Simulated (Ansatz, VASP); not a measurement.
# Be3V: VASP beside Ansatz

```
Be V
1.0
     0.00000    2.66838    2.66838
     2.66838    0.00000    2.66838
     2.66838    2.66838    0.00000
Be V
3 1
Direct
  0.25000 0.25000 0.25000
  0.75000 0.75000 0.75000
  0.50000 0.50000 0.50000
  0.00000 0.00000 0.00000
```

Alike in both runs: functional PBE; k mesh 14 × 14 × 14; occupations gaussian, width 0.1 eV; collinear spin.

Ansatz relaxed the structure, and its values are those at the end. VASP's run is a single point on that final structure, the one shown.

|  | VASP | Ansatz |
| --- | --- | --- |
| version | VASP 6.6.1 | Ansatz 0.2.0 |
| potentials or method | VASP PAW PBE potentials, release 64 (Be, V_sv), cutoff 520 eV | scalar-relativistic, plane waves, PAW |
| valence electrons in the cell | 19 | 19 |

|  | VASP | Ansatz | Ansatz less VASP |
| --- | --- | --- | --- |
| gap on the k mesh at the Fermi level (eV) | none | none | - |
| pressure (GPa) | -0.9 | 0.0 | +0.93 |
| net moment per atom (μB) | 0.02 | 0.22 | +0.203 |
| size of the moment on the site where the two differ most (μB) | 0.07 | 0.75 | +0.676 |

The net moments are unlike, so the other rows may belong to different states. Site moments also hang on the region over which each program counts them. A gap of «none» marks a metal or a gap that the smearing closes.
